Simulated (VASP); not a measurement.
# Ge (I4_1/amd) in VASP: further runs, part 3 of 3

VASP 6.6.1.

## 6. Single point, PBEsol

This run uses another cell than the first one, of the same volume but with other edges.

File INCAR:

```
ALGO = Normal
EDIFF = 1E-6
ENCUT = 520
GGA = PS
ISIF = 2
ISMEAR = 0
LASPH = True
LCHARG = True
LELF = True
LREAL = False
LVHAR = True
LWAVE = False
NBANDS = 21
NELM = 100
PREC = Accurate
SIGMA = 0.15
```

File KPOINTS:

```
k-points
0
Gamma
  16 16 16
```

File POSCAR:

```
Ge
1.0
    0.0000000000      2.4711582112      3.7067373168
    2.4711582112      0.0000000000      3.7067373168
    2.4711582112      2.4711582112      0.0000000000
Ge
2
Direct
    0.5000000000      0.5000000000      0.5000000000
    0.7500000000      0.7500000000      0.7500000000
```

Potentials or basis: VASP PAW PBE potentials, release 64 (Ge_d).

Run with:

```sh
$ cat potpaw_PBE.64/Ge_d/POTCAR > POTCAR
$ mpirun -np 1 vasp_std > vasp.out
```

OUTCAR:

```text
EDIFF = 1E-6
   ENCUT = 520
   GGA = PS
   ISIF = 2
   ISMEAR = 0
   LASPH = True
   LREAL = False
   NELM = 100
   PREC = Accurate

 ion  position               nearest neighbor table
   1  0.500  0.500  0.500-   2 2.55   2 2.55   2 2.55   2 2.55
   2  0.750  0.750  0.750-   1 2.55   1 2.55   1 2.55   1 2.55

  LATTYP: Found a body centered tetragonal cell.
 ALAT       =     3.4947454570
 C/A-ratio  =     2.1213203436

  Lattice vectors:

 A1 = (  -2.4711582112,   0.0000000000,   3.7067373168)
 A2 = (   2.4711582112,   0.0000000000,   3.7067373168)
 A3 = (   0.0000000000,   2.4711582112,  -3.7067373168)

Analysis of symmetry for initial positions (statically):
=====================================================================
 Subroutine PRICEL returns:
 Original cell was already a primitive cell.

 Routine SETGRP: Setting up the symmetry group for a
 body centered tetragonal supercell.

 Subroutine GETGRP returns: Found 16 space group operations
 (whereof  8 operations were pure point group operations)
 out of a pool of 16 trial point group operations.

The static configuration has the point symmetry D_2d.
 The point group associated with its full space group is D_4h.

Analysis of symmetry for dynamics (positions and initial velocities):
=====================================================================
 Subroutine PRICEL returns:
 Original cell was already a primitive cell.

 Routine SETGRP: Setting up the symmetry group for a
 body centered tetragonal supercell.

 Subroutine GETGRP returns: Found 16 space group operations
 (whereof  8 operations were pure point group operations)
 out of a pool of 16 trial point group operations.

The dynamic configuration has the point symmetry D_2d.
 The point group associated with its full space group is D_4h.

 Subroutine INISYM returns: Found 16 space group operations
 (whereof  8 operations are pure point group operations),
 and found     1 'primitive' translations

[... 110 lines left out ...]
   EFERMI_NEDOS =   21; number of points for ismear=-14 and -15
   IALGO  =     38    algorithm
   IMIX   =      4    mixing-type and parameters
     AMIX     =   0.40;   BMIX     =  1.00
     AMIX_MAG =   1.60;   BMIX_MAG =  1.00
  volume/ion in A,a.u.               =      22.64       152.75
  Fermi-wavevector in a.u.,A,eV,Ry     =   1.394825  2.635838 26.470653  1.945538
  Thomas-Fermi vector in A             =   2.518337
   LORBIT       =      0    0 simple, 1 ext, 2 COOP (PROOUT), +10 PAW based schemes
   GGA     = PS    functional components
   LHFCALC =     F    Hartree Fock is set to
   AEXX    =    0.0000 exact exchange contribution
   IVDW    =     0    specifies the selected vdW correction
   LEPSILON=     F    determine dielectric tensor
   LRPA    =     F    only Hartree local field effects (RPA)
 non-spin polarized calculation
 Gauss-broadening in eV      SIGMA  =   0.15
  energy-cutoff  :      520.00
  volume of cell :       45.27
 maximum number of plane-waves:      1246
 NGX is ok and might be reduce to    36

 number of electron      27.9999997 magnetization

 Free energy of the ion-electron system (eV)
  ---------------------------------------------------
  ext. energy  EPLUGINS =         0.00000000
  ---------------------------------------------------
  free energy    TOTEN  =        -8.98287399 eV

  energy without entropy =       -8.96483419  energy(sigma->0) =       -8.97385409

 E-fermi :   4.8623     XC(G=0): -10.3033

 val. band max:        4.8616610965   @ k =   0.4375   0.2500   0.0000
 cond. band min:       4.8634817023   @ k =   0.4375   0.1875   0.0625
 fundamental gap:      0.0018206058
 Fermi energy:         4.8623207125

 k-point     1 :       0.0000    0.0000    0.0000
  band No.  band energies     occupation
      1     -19.9335      2.00000
      2     -19.9335      2.00000
      3     -19.9004      2.00000
      4     -19.8891      2.00000
      5     -19.8848      2.00000
      6     -19.8311      2.00000
[... 565 lines left out ...]
     20      12.4141      0.00000
     21      13.6582      0.00000

 [... further k-points ...]

------------------------ aborting loop because EDIFF is reached ----------------------------------------

  FORCE on cell =-STRESS in cart. coord.  units (eV):
  Direction    XX          YY          ZZ          XY          YZ          ZX
  --------------------------------------------------------------------------------------
  -------------------------------------------------------------------------------------
  Total        0.8241522      0.8241522     -1.5356315      0.0000000      0.0000000     -0.0000000
  in kB       29.1672235     29.1672235    -54.3468904      0.0000000      0.0000000     -0.0000000
  external PRESSURE =       1.3291856 kB  Pullay stress =       0.0000000 kB

 VOLUME and BASIS-vectors are now :
 -----------------------------------------------------------------------------
  energy-cutoff  :      520.00
  volume of cell :       45.27
      direct lattice vectors                 reciprocal lattice vectors
     0.000000000  2.471158211  3.706737317    -0.202334273  0.202334273  0.134889515
     2.471158211  0.000000000  3.706737317     0.202334273 -0.202334273  0.134889515
     2.471158211  2.471158211  0.000000000     0.202334273  0.202334273 -0.134889515

 POSITION                                       TOTAL-FORCE (eV/Angst)
 -----------------------------------------------------------------------------------
      2.47116      2.47116      3.70674         0.000000      0.000000     -0.000000
      3.70674      3.70674      5.56011        -0.000000     -0.000000      0.000000
 -----------------------------------------------------------------------------------
    total drift:                                0.000000      0.000000      0.000000

  FREE ENERGIE OF THE ION-ELECTRON SYSTEM (eV)
  ---------------------------------------------------
  free  energy   TOTEN  =        -8.9828739929 eV

  energy  without entropy=       -8.9648341884  energy(sigma->0) =       -8.97385409
```

OSZICAR:

```text
N       E                     dE             d eps       ncg     rms          rms(c)
DAV:   1     0.189110695166E+03    0.18911E+03   -0.14548E+04 16402   0.363E+03
DAV:   2     0.185575790886E+02   -0.17055E+03   -0.16539E+03 14758   0.612E+02
DAV:   3    -0.815528546079E+01   -0.26713E+02   -0.26477E+02 16806   0.142E+02
DAV:   4    -0.904899111276E+01   -0.89371E+00   -0.89304E+00 16503   0.303E+01
DAV:   5    -0.906385466963E+01   -0.14864E-01   -0.14863E-01 16686   0.438E+00    0.241E+00
DAV:   6    -0.900841249975E+01    0.55442E-01   -0.26618E-02 20148   0.262E+00    0.134E+00
DAV:   7    -0.898261635309E+01    0.25796E-01   -0.32626E-02 19445   0.250E+00    0.103E-01
DAV:   8    -0.898286280846E+01   -0.24646E-03   -0.58564E-03 15773   0.107E+00    0.477E-02
DAV:   9    -0.898287196437E+01   -0.91559E-05   -0.10983E-04 18542   0.116E-01    0.162E-02
DAV:  10    -0.898287373786E+01   -0.17735E-05   -0.71065E-06 19538   0.289E-02    0.363E-03
DAV:  11    -0.898287399294E+01   -0.25508E-06   -0.46960E-07  9969   0.763E-03
   1 F= -.89828740E+01 E0= -.89738541E+01  d E =-.180398E-01
```

It took 4 min on 1 thread of Intel Xeon 6975P-C (Granite Rapids), shared host; peak memory 0.37 GiB.

Results:

* Free energy: -8.9829 eV
* Pressure: 0.1 GPa
* Band gap on the k mesh: zero (bands 14 and 15 overlap by 2.06 eV)

Caveat: the PAW data sets were made with another functional, which shifts forces and pressure a little.

## 7. Overview

| cell | gap on the mesh (eV) | pressure (GPa) |
| --- | --- | --- |
| a = 4.251, b = 4.251, c = 3.665 Å, angles 64.5, 64.5, 51.1°, 2 atoms | none | 0.9 |
| a = 3.952, b = 3.952, c = 4.113 Å, angles 58.6, 58.6, 62.7°, 2 atoms | none | 0.5 |
| a = 4.074, b = 4.074, c = 3.875 Å, angles 61.6, 61.6, 56.8°, 2 atoms | none | 0.6 |
| a = 3.895, b = 3.895, c = 4.618 Å, angles 53.6, 53.6, 72.7°, 2 atoms | none | -3.0 |
| a = 4.455, b = 4.455, c = 3.495 Å, angles 66.9, 66.9, 46.2°, 2 atoms | none | 0.1 |

Alike in all rows: task single point; level PBEsol; potentials or basis VASP PAW PBE potentials, release 64 (Ge_d); no spin polarisation; k mesh 16 × 16 × 16; cutoff (eV) 520; smearing gaussian 0.15 eV.

Caveats: the PAW data sets were made with another functional, which shifts forces and pressure a little; semilocal functionals underestimate gaps, so a narrow gap can read as zero (at least some runs); the cell stands under tension (at least some runs).

Absolute energies hang on the potentials; compare differences alone.
